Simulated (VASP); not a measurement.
A run of VASP 6.6.1 is set up as follows.

The input POSCAR:

```
Na2S
1.0
    0.0000000000      3.2600750463      3.2600750463
    3.2600750463      0.0000000000      3.2600750463
    3.2600750463      3.2600750463      0.0000000000
Na S
2 1
Direct
    0.2500000000      0.2500000000      0.2500000000
    0.7500000000      0.7500000000      0.7500000000
    0.0000000000      0.0000000000      0.0000000000
```

File INCAR.step1:

```
PREC = Accurate
ENCUT = 400
EDIFF = 1E-5
ISMEAR = -1
SIGMA = 0.02
LREAL = False
LASPH = True
NELM = 120
ALGO = Normal
ISIF = 2
LWAVE = True
LCHARG = False
NBANDS = 17
GGA = PE
GGA_COMPAT = False
```

The input INCAR.step2:

```
PREC = Accurate
ENCUT = 400
EDIFF = 1E-6
ISMEAR = -1
SIGMA = 0.02
LREAL = False
LASPH = True
NELM = 120
ALGO = Normal
ISIF = 2
LWAVE = False
LCHARG = False
GGA = PE
LHFCALC = True
HFSCREEN = 0.2079
PRECFOCK = Normal
NBANDS = 17
ISTART = 1
GGA_COMPAT = False
```

Contents of KPOINTS:

```
Automatic mesh
0
Gamma
  4 4 4
```

Potentials or basis: VASP PAW PBE potentials, release 64 (Na_pv, S).

Command:

```sh
$ cat potpaw_PBE.64/Na_pv/POTCAR potpaw_PBE.64/S/POTCAR > POTCAR
$ cp INCAR.step1 INCAR
$ mpirun -np 1 vasp_std > vasp.out
$ cp INCAR.step2 INCAR
$ mpirun -np 1 vasp_std > vasp.out
```

Task: What does it give for the band gap on the k mesh?

Result: 3.50 eV.

Task: Predict the pressure.

Result: -0.1 GPa.

Caveat: the PAW data sets were made with another functional, which shifts forces and pressure a little.
